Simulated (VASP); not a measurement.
The system is Sc.

```
CELL_PARAMETERS angstrom
4.76451 0.00000 0.00000
-2.38226 4.12619 0.00000
0.00000 0.00000 2.94606
ATOMIC_POSITIONS crystal
Sc 0.00000 0.00000 0.00000
Sc 0.33333 0.66667 0.50000
Sc 0.66667 0.33333 0.50000
```

This isn't the form of Sc at room conditions, which is hcp.

```yaml
Program: VASP 6.6.1
Task: relaxation of cell and atoms
Functional: r2SCAN
Potentials_or_basis: VASP PAW PBE potentials, release 64 (Sc_sv)
Cutoff: 600 eV
k_mesh: 6 × 6 × 6
Occupations: gaussian, width 0.1 eV
Spin: no spin polarisation
```

At the start: pressure 20.2 GPa; volume 19.31 Å³/atom.

Problem. Where does the relaxation end?

Solution. Over 5 steps the energy falls by 292.8 meV/atom and the volume is 24.76 Å³/atom (+28.3 %); space group P6/mmm (No. 191, to 0.1 Å) before and after.

The path:
```tsv
step	energy change (eV)	largest force (eV/Å)	pressure (GPa)	volume (Å³)
1	0.0000	0.0000	20.15	57.92
2	-0.7928	0.0000	-3.97	80.75
3	-0.8777	0.0000	0.08	74.22
4	-0.8776	0.0000	-0.19	74.58
5	-0.8784	0.0000	0.01	74.28
```

Final structure:
```yaml
crystal:
  lattice:
    - [5.16144, 0.00000, 0.00000]
    - [-2.58072, 4.46994, 0.00000]
    - [0.00000, 0.00000, 3.21964]
  atoms:
    - { symbol: Sc, position: [0.00000, 0.00000, 0.00000] }
    - { symbol: Sc, position: [0.33333, 0.66667, 0.50000] }
    - { symbol: Sc, position: [0.66667, 0.33333, 0.50000] }
```

Caveat: the volume moved by over 15 % at a fixed basis, so the end points are rough; the PAW data sets were made with another functional, which shifts forces and pressure a little.
